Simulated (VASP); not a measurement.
Input of a VASP 6.6.1 run:

POSCAR

```
C
1.0
    0.0000000000      1.7834000000      1.7834000000
    1.7834000000      0.0000000000      1.7834000000
    1.7834000000      1.7834000000      0.0000000000
C
2
Direct
    0.5000000000      0.5000000000      0.5000000000
    0.7500000000      0.7500000000      0.7500000000
```

Contents of INCAR.step1:

```
ALGO     = Normal         # electronic algorithm
EDIFF    = 1E-5           # SCF threshold, eV
ENCUT    = 660            # plane-wave cutoff, eV
GGA      = PE             # functional
GGA_COMPAT= F            
ISMEAR   = 0              # smearing method
LASPH    = T              # aspherical terms in the spheres
LCHARG   = F              # write CHGCAR
LREAL    = F              # projectors in reciprocal space
LWAVE    = T              # write WAVECAR
NBANDS   = 11             # bands
NELM     = 120            # most SCF steps
PREC     = Accurate       # precision mode
SIGMA    = 0.1            # smearing width, eV
```

INCAR.step2

```
ALGO     = Normal         # electronic algorithm
EDIFF    = 1E-6           # SCF threshold, eV
ENCUT    = 660            # plane-wave cutoff, eV
GGA_COMPAT= F            
ISIF     = 2              # what is computed and relaxed
ISMEAR   = 0              # smearing method
ISTART   = 1            
LASPH    = T              # aspherical terms in the spheres
LCHARG   = T              # write CHGCAR
LELF     = T              # ELF
LMIXTAU  = T            
LREAL    = F              # projectors in reciprocal space
LVHAR    = T            
LWAVE    = F              # write WAVECAR
METAGGA  = R2SCAN         # meta-GGA
NBANDS   = 11             # bands
NELM     = 120            # most SCF steps
PREC     = Accurate       # precision mode
SIGMA    = 0.1            # smearing width, eV
```

KPOINTS

```
k-points
0
Gamma
  8 8 8
```

Potentials or basis: VASP PAW PBE potentials, release 64 (C).

Launch:

```sh
$ cat potpaw_PBE.64/C/POTCAR > POTCAR
$ cp INCAR.step1 INCAR
$ mpirun -np 1 vasp_std > vasp.out
$ cp INCAR.step2 INCAR
$ mpirun -np 1 vasp_std > vasp.out
```

(1) Estimate the band gap on the k mesh.

(2) Predict the pressure.

Answers

(1) 4.33 eV, indirect (least direct gap 5.84 eV).

(2) -2.3 GPa.

Caveat: the PAW data sets were made with another functional, which shifts forces and pressure a little.
